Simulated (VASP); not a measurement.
Set up this calculation in VASP 6.6.1, as the native input.

```
Task                   : single point
Functional             : PBE
Potentials or basis    : VASP PAW PBE potentials, release 64 (Bi_d, O)
Cutoff                 : 520 eV
k mesh                 : 6 × 6 × 6
Occupations            : gaussian, width 0.1 eV
Spin                   : no spin polarisation
Dipole correction      : no
Further INCAR settings : ALGO = Normal; EDIFF = 1e-07; NBANDS = 57
```

The structure of Bi6O lies in POSCAR:

```
Bi6O
1.0
    6.2102923374      0.0000000000      0.0000000000
   -3.1051461687      5.3782709291      0.0000000000
    0.0000000000      0.0000000000      5.8509341748
Bi O
6 1
Direct
    0.3596769879      0.0000000000      0.2423021558
    0.0000000000      0.3596769879      0.2423021558
    0.6403230121      0.6403230121      0.2423021558
    0.0000000000      0.6403230121      0.7576978442
    0.6403230121      0.0000000000      0.7576978442
    0.3596769879      0.3596769879      0.7576978442
    0.0000000000      0.0000000000      0.0000000000
```

One way to write it, as run:

INCAR

```
SYSTEM = Bi6O
  ALGO = Normal
  EDIFF = 1E-7
  ENCUT = 520
  GGA = PE
  ISIF = 2
  ISMEAR = 0
  LASPH = .True.
  LCHARG = .False.
  LREAL = .False.
  LWAVE = .False.
  NBANDS = 57
  NELM = 60
  PREC = Accurate
  SIGMA = 0.1
```

KPOINTS

```
k-points
0
Gamma
  6 6 6
  0 0 0
```

Potentials or basis: VASP PAW PBE potentials, release 64 (Bi_d, O).

Run with:

```sh
$ cat potpaw_PBE.64/Bi_d/POTCAR potpaw_PBE.64/O/POTCAR > POTCAR
$ mpirun -np 1 vasp_std > vasp.out
```

It gave:

The pressure is -0.1 GPa. The largest force is 0.004 eV/Å and the band gap on the k mesh is zero (band 48 reaches 8.30 eV, above the bottom of band 49 at 6.60 eV).

Caveat: spin-orbit coupling is left out, which moves the levels of the heavy elements.

Wall time 6.6 min on 1 thread of Intel(R) Xeon(R) Platinum 8259CL CPU @ 2.50GHz (Skylake/Cascade Lake) (shared host), peak memory 0.5 GiB.
